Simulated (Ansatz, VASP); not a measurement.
**One calculation of Al3Cl, two programs**

```
CELL_PARAMETERS angstrom
3.18086 0.00000 0.00000
-1.59043 2.75471 0.00000
0.00000 0.00000 18.07674
ATOMIC_POSITIONS crystal
Al 0.33333 0.66667 0.71143
Al 0.00000 0.00000 0.82319
Al 0.66667 0.33333 0.94098
Al 0.66667 0.33333 0.28857
Al 0.00000 0.00000 0.17681
Al 0.33333 0.66667 0.05902
Cl 0.66667 0.33333 0.61817
Cl 0.33333 0.66667 0.38183
```

Alike in both runs: functional PBE; k mesh 12 × 12 × 2; occupations gaussian, width 0.1 eV; no spin polarisation.

Ansatz relaxed the structure, and its values are those at the end. VASP's run is a single point on that final structure, the one shown.

```csv
,VASP,Ansatz
version,VASP 6.6.1,Ansatz 0.2.0
potentials or method,"VASP PAW PBE potentials, release 64 (Al, Cl), cutoff 520 eV","scalar-relativistic, plane waves, PAW"
valence electrons in the cell,32,32
```

VASP gave:

* gap on the k mesh at the Fermi level (eV): none
* pressure (GPa): -0.1

**Question.** Which values does Ansatz return?

**Answer.** gap on the k mesh at the Fermi level (eV): none; pressure (GPa): 0.0.

A gap of «none» marks a metal or a gap that the smearing closes.
